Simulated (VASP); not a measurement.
# Sn (Pm-3m) in VASP: further runs, part 2 of 2

VASP 6.6.1.

## Step 3: Single point, PBE (volume scaled by 0.84)

INCAR

```
SYSTEM = Sn
PREC     = Accurate       ! precision mode
ENCUT    = 520            ! plane-wave cutoff, eV
EDIFF    = 1E-6           ! SCF threshold, eV
ISMEAR   = -1             ! smearing method
SIGMA    = 0.08           ! smearing width, eV
LREAL    = .False.        ! projectors in reciprocal space
LASPH    = .True.         ! aspherical terms in the spheres
NELM     = 80             ! most SCF steps
ALGO     = Normal         ! electronic algorithm
ISIF     = 2              ! what is computed and relaxed
LWAVE    = .False.        ! write WAVECAR
LCHARG   = .False.        ! write CHGCAR
GGA      = PE             ! functional
NBANDS   = 13             ! bands
```

KPOINTS

```
Automatic mesh
0
Gamma
  12 12 12
  0 0 0
```

POSCAR

```
Sn
1.0
    2.9156809177      0.0000000000      0.0000000000
    0.0000000000      2.9156809177      0.0000000000
    0.0000000000      0.0000000000      2.9156809177
Sn
1
Direct
    0.0000000000      0.0000000000      0.0000000000
```

Potentials or basis: VASP PAW PBE potentials, release 64 (Sn_d).

Command:

```console
$ cat potpaw_PBE.64/Sn_d/POTCAR > POTCAR
$ mpirun -np 1 vasp_std > vasp.out
```

OUTCAR:

```text
SYSTEM = Sn
   PREC = Accurate
   ENCUT = 520
   EDIFF = 1E-6
   ISMEAR = -1
   LREAL = .False.
   LASPH = .True.
   NELM = 80
   ISIF = 2
   GGA = PE

 ion  position               nearest neighbor table
   1  0.000  0.000  0.000-

  LATTYP: Found a simple cubic cell.
 ALAT       =     2.9156809177

  Lattice vectors:

 A1 = (   2.9156809177,   0.0000000000,   0.0000000000)
 A2 = (   0.0000000000,   2.9156809177,   0.0000000000)
 A3 = (   0.0000000000,   0.0000000000,   2.9156809177)

Analysis of symmetry for initial positions (statically):
=====================================================================
 Subroutine PRICEL returns:
 Original cell was already a primitive cell.

 Routine SETGRP: Setting up the symmetry group for a
 simple cubic supercell.

 Subroutine GETGRP returns: Found 48 space group operations
 (whereof 48 operations were pure point group operations)
 out of a pool of 48 trial point group operations.

The static configuration has the point symmetry O_h .

Analysis of symmetry for dynamics (positions and initial velocities):
=====================================================================
 Subroutine PRICEL returns:
 Original cell was already a primitive cell.

 Routine SETGRP: Setting up the symmetry group for a
 simple cubic supercell.

 Subroutine GETGRP returns: Found 48 space group operations
 (whereof 48 operations were pure point group operations)
 out of a pool of 48 trial point group operations.

The dynamic configuration has the point symmetry O_h .

 Subroutine INISYM returns: Found 48 space group operations
 (whereof 48 operations are pure point group operations),
 and found     1 'primitive' translations

----------------------------------------------------------------------------------------

                                     Primitive cell

  volume of cell :      24.7868

  direct lattice vectors                    reciprocal lattice vectors
     2.915680918  0.000000000  0.000000000     0.342973058  0.000000000  0.000000000
     0.000000000  2.915680918  0.000000000     0.000000000  0.342973058  0.000000000
     0.000000000  0.000000000  2.915680918     0.000000000  0.000000000  0.342973058

  length of vectors
     2.915680918  2.915680918  2.915680918     0.342973058  0.342973058  0.342973058

  position of ions in fractional coordinates (direct lattice)
     0.000000000  0.000000000  0.000000000

  ion indices of the primitive-cell ions
   primitive index   ion index
                 1           1

----------------------------------------------------------------------------------------

 KPOINTS: Automatic mesh

Automatic generation of k-mesh.
 Grid dimensions read from file:
 generate k-points for:   12   12   12

 Generating k-lattice:

  Cartesian coordinates                     Fractional coordinates (reciprocal lattice)
     0.028581088  0.000000000  0.000000000     0.083333333  0.000000000  0.000000000
     0.000000000  0.028581088  0.000000000     0.000000000  0.083333333  0.000000000
     0.000000000  0.000000000  0.028581088     0.000000000  0.000000000  0.083333333

  Length of vectors
     0.028581088  0.028581088  0.028581088

  Shift w.r.t. Gamma in fractional coordinates (k-lattice)
     0.000000000  0.000000000  0.000000000

 Subroutine IBZKPT returns following result:
 ===========================================

 Found     84 irreducible k-points:

 Following reciprocal coordinates:
            Coordinates               Weight
  0.000000  0.000000  0.000000      1.000000
  0.083333  0.000000  0.000000      6.000000
  0.166667  0.000000  0.000000      6.000000
  0.250000  0.000000  0.000000      6.000000
  0.333333  0.000000  0.000000      6.000000
  0.416667  0.000000  0.000000      6.000000
[... 16 lines left out ...]
  0.333333  0.333333  0.000000     12.000000
  0.416667  0.333333  0.000000     24.000000
 [... further k-points ...]
   k-points           NKPTS =     84   k-points in BZ     NKDIM =     84   number of bands    NBANDS=     13
   number of dos      NEDOS =    301   number of ions     NIONS =      1
   total plane-waves  NPLWV =  13824
   dimension x,y,z NGX =    24 NGY =   24 NGZ =   24
   dimension x,y,z NGXF=    48 NGYF=   48 NGZF=   48
   ions per type =               1
   NGX,Y,Z   is equivalent  to a cutoff of  13.68, 13.68, 13.68 a.u.
   NGXF,Y,Z  is equivalent  to a cutoff of  27.37, 27.37, 27.37 a.u.
 SYSTEM =  Sn
   PREC   = accura    normal or accurate (medium, high low for compatibility)
   ISTART =      0    job   : 0-new  1-cont  2-samecut
   ICHARG =      2    charge: 1-file 2-atom 10-const
   ISPIN  =      1    spin polarized calculation?
   LNONCOLLINEAR =      F non collinear calculations
   LSORBIT =      F    spin-orbit coupling
   LASPH  =      T    aspherical Exc in radial PAW
   ENCUT  =  520.0 eV  38.22 Ry    6.18 a.u.   5.42  5.42  5.42*2*pi/ulx,y,z
   NELM   =     80;   NELMIN=  2; NELMDL= -5     # of ELM steps
   EDIFF  = 0.1E-05   stopping-criterion for ELM
   LREAL  =      F    real-space projection
   EDIFFG = 0.1E-04   stopping-criterion for IOM
   NSW    =      0    number of steps for IOM
   IBRION =     -1    ionic relax: 0-MD 1-quasi-New 2-CG
   NFREE  =      0    steps in history (QN), initial steepest desc. (CG)
   ISIF   =      2    stress and relaxation
   ISYM   =      2    0-nonsym 1-usesym 2-fastsym
   POTIM  = 0.5000    time-step for ionic-motion
   TEBEG  =    0.0;   TEEND  =   0.0 temperature during run
   PSTRESS=    0.0 pullay stress
   NELECT =      14.0000    total number of electrons
   NUPDOWN=      -1.0000    fix difference up-down
   EMIN   =  10.00;   EMAX   =-10.00  energy-range for DOS
   EFERMI =   0.00;   METHOD = LEGACY
   ISMEAR =    -1;   SIGMA  =   0.08  broadening in eV -4-tet -1-fermi 0-gaus
   EFERMI_NEDOS =   21; number of points for ismear=-14 and -15
   IALGO  =     38    algorithm
   IMIX   =      4    mixing-type and parameters
     AMIX     =   0.40;   BMIX     =  1.00
     AMIX_MAG =   1.60;   BMIX_MAG =  1.00
  volume/ion in A,a.u.               =      24.79       167.27
  Fermi-wavevector in a.u.,A,eV,Ry     =   1.353248  2.557269 24.916093  1.831281
  Thomas-Fermi vector in A             =   2.480520
   LORBIT       =      0    0 simple, 1 ext, 2 COOP (PROOUT), +10 PAW based schemes
   GGA     = PE    functional components
   LHFCALC =     F    Hartree Fock is set to
   AEXX    =    0.0000 exact exchange contribution
   IVDW    =     0    specifies the selected vdW correction
   LEPSILON=     F    determine dielectric tensor
   LRPA    =     F    only Hartree local field effects (RPA)
 non-spin polarized calculation
  energy-cutoff  :      520.00
  volume of cell :       24.79
 maximum number of plane-waves:       691
 NGX is ok and might be reduce to    24
   NGX = 11   NGY = 11   NGZ = 11

 number of electron      13.9999999 magnetization

 Free energy of the ion-electron system (eV)
  ---------------------------------------------------
  ext. energy  EPLUGINS =         0.00000000
  ---------------------------------------------------
  free energy    TOTEN  =        -3.61467914 eV

  energy without entropy =       -3.60100190  energy(sigma->0) =       -3.60784052

 E-fermi :   9.1436     XC(G=0): -10.6938

 val. band max:        9.0255180648   @ k =   0.2500   0.1667   0.0000
 cond. band min:       9.1486839944   @ k =   0.2500   0.1667   0.0833
 fundamental gap:      0.1231659296
 Fermi energy:         9.1435644138

 k-point     1 :       0.0000    0.0000    0.0000
  band No.  band energies     occupation
      1     -12.8069      2.00000
      2     -12.8069      2.00000
      3     -12.2079      2.00000
      4     -12.2079      2.00000
      5     -12.2079      2.00000
      6      -2.8171      2.00000
      7      14.9967      0.00000
      8      14.9967      0.00000
      9      14.9967      0.00000
     10      18.3724      0.00000
     11      18.3724      0.00000
     12      20.2823      0.00000
     13      30.0839      0.00000
[... 353 lines left out ...]
 k-point    24 :       0.4167    0.3333    0.0000
  band No.  band energies     occupation
      1     -12.5974      2.00000
      2     -12.5246      2.00000
      3     -12.3417      2.00000
      4     -12.3105      2.00000
      5     -12.1595      2.00000
      6       2.2195      2.00000
      7       6.3168      2.00000
      8       9.2176      0.56795
      9      14.1757      0.00000
     10      20.0357      0.00000
     11      22.3540      0.00000
     12      24.2516      0.00000
     13      25.5250      0.00000

 [... further k-points ...]

------------------------ aborting loop because EDIFF is reached ----------------------------------------

  FORCE on cell =-STRESS in cart. coord.  units (eV):
  Direction    XX          YY          ZZ          XY          YZ          ZX
  --------------------------------------------------------------------------------------
  -------------------------------------------------------------------------------------
  Total        1.8565623      1.8565623      1.8565623     -0.0000000     -0.0000000      0.0000000
  in kB      120.0052149    120.0052149    120.0052149     -0.0000000     -0.0000000      0.0000000
  external PRESSURE =     120.0052149 kB  Pullay stress =       0.0000000 kB

 VOLUME and BASIS-vectors are now :
 -----------------------------------------------------------------------------
  energy-cutoff  :      520.00
  volume of cell :       24.79
      direct lattice vectors                 reciprocal lattice vectors
     2.915680918  0.000000000  0.000000000     0.342973058  0.000000000  0.000000000
     0.000000000  2.915680918  0.000000000     0.000000000  0.342973058  0.000000000
     0.000000000  0.000000000  2.915680918     0.000000000  0.000000000  0.342973058

 POSITION                                       TOTAL-FORCE (eV/Angst)
 -----------------------------------------------------------------------------------
      0.00000      0.00000      0.00000         0.000000      0.000000      0.000000
 -----------------------------------------------------------------------------------
    total drift:                                0.000000      0.000000      0.000000

  FREE ENERGIE OF THE ION-ELECTRON SYSTEM (eV)
  ---------------------------------------------------
  free  energy   TOTEN  =        -3.6146791441 eV

  energy  without entropy=       -3.6010019014  energy(sigma->0) =       -3.60784052
```

Wall time 16 s (1 thread of Intel Xeon Platinum 8259CL at 2.50GHz (Skylake/Cascade Lake), shared host); peak memory 0.15 GiB.

Results:

* Free energy: -3.6147 eV
* Pressure: 12.0 GPa
* Band gap on the k mesh: zero (band 7 reaches 15.00 eV, above the bottom of band 8 at 6.44 eV)

Caveat: spin-orbit coupling is left out, which moves the levels of the heavy elements.

## Step 4: Single point, PBE (volume scaled by 0.84)

INCAR

```
ALGO = Normal
EDIFF = 1E-6
ENCUT = 520
GGA = PE
ISIF = 2
ISMEAR = -1
LASPH = T
LCHARG = F
LREAL = F
LWAVE = F
NBANDS = 13
NELM = 60
PREC = Accurate
SIGMA = 0.08
```

KPOINTS

```
k-points
0
Gamma
  12 12 12
```

POSCAR is that of step 3.

Command:

```console
$ cat potpaw_PBE.64/Sn_d/POTCAR > POTCAR
$ mpirun -np 1 vasp_std > vasp.out
```

It took 14 s on 1 thread of Intel Xeon Platinum 8259CL at 2.50GHz (Skylake/Cascade Lake), shared host; peak memory 0.15 GiB.

It converged, with:

- Free energy: -3.6147 eV
- Pressure: 12.0 GPa
- Band gap on the k mesh: zero (band 7 reaches 15.00 eV, above the bottom of band 8 at 6.44 eV)

Levels at points of the mesh, in eV from the Fermi level:
| k point | band 3 | band 4 | band 5 | band 6 | band 7 | band 8 | band 9 | band 10 | band 11 | band 12 |
| --- | --- | --- | --- | --- | --- | --- | --- | --- | --- | --- |
| (0.00, 0.00, 0.00) | -21.35 | -21.35 | -21.35 | -11.96 | 5.85 | 5.85 | 5.85 | 9.23 | 9.23 | 11.14 |
| (0.50, 0.00, 0.00) | -21.51 | -21.50 | -21.34 | -8.25 | -5.55 | 9.02 | 9.02 | 12.14 | 12.18 | 12.60 |
| (0.50, 0.50, 0.00) | -21.49 | -21.49 | -21.17 | -4.25 | -2.70 | -2.70 | 2.52 | 12.68 | 14.75 | 14.75 |
| (0.50, 0.50, 0.50) | -21.70 | -21.16 | -21.16 | 0.08 | 0.08 | 0.08 | 0.54 | 5.94 | 5.94 | 5.94 |

Caveat: spin-orbit coupling is left out, which moves the levels of the heavy elements.
